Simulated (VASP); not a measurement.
**SH2: single point with PBE+D4**

System: SH2, in a box.

```
CELL_PARAMETERS angstrom
12.32557 0.00000 0.00000
0.00000 12.82557 0.00000
0.00000 0.00000 13.32557
ATOMIC_POSITIONS crystal
S 0.52947 0.51106 0.45948
H 0.51624 0.43129 0.52448
H 0.46635 0.57430 0.51581
```

* Program: VASP 6.6.1
* Task: single point
* Functional: PBE
* Dispersion: D4
* Potentials or basis: VASP PAW PBE potentials, release 64 (S, H)
* Cutoff: 400 eV
* k mesh: 1 × 1 × 1
* Occupations: gaussian, width 0.005 eV
* Spin: no spin polarisation

* Largest force: 0.046 eV/Å
* Gap between the frontier levels: 5.37 eV
* Dispersion energy per atom: -0.005 eV

Forces on the atoms (eV/Å):
```
S   -0.026  0.015  0.033
H    0.000  0.015 -0.009
H    0.026 -0.031 -0.024
```

Levels at points of the mesh, in eV from the valence-band top:
| k point | band 2 | band 3 | band 4 | band 5 | band 6 | band 7 |
| --- | --- | --- | --- | --- | --- | --- |
| (0.00, 0.00, 0.00) | -4.63 | -2.82 | 0.00 | 5.37 | 5.62 | 6.46 |

Run time: 80 s on 1 thread of AMD EPYC 7R43 64-Core Processor (Zen 3), on a shared host, peak memory 0.94 GiB.
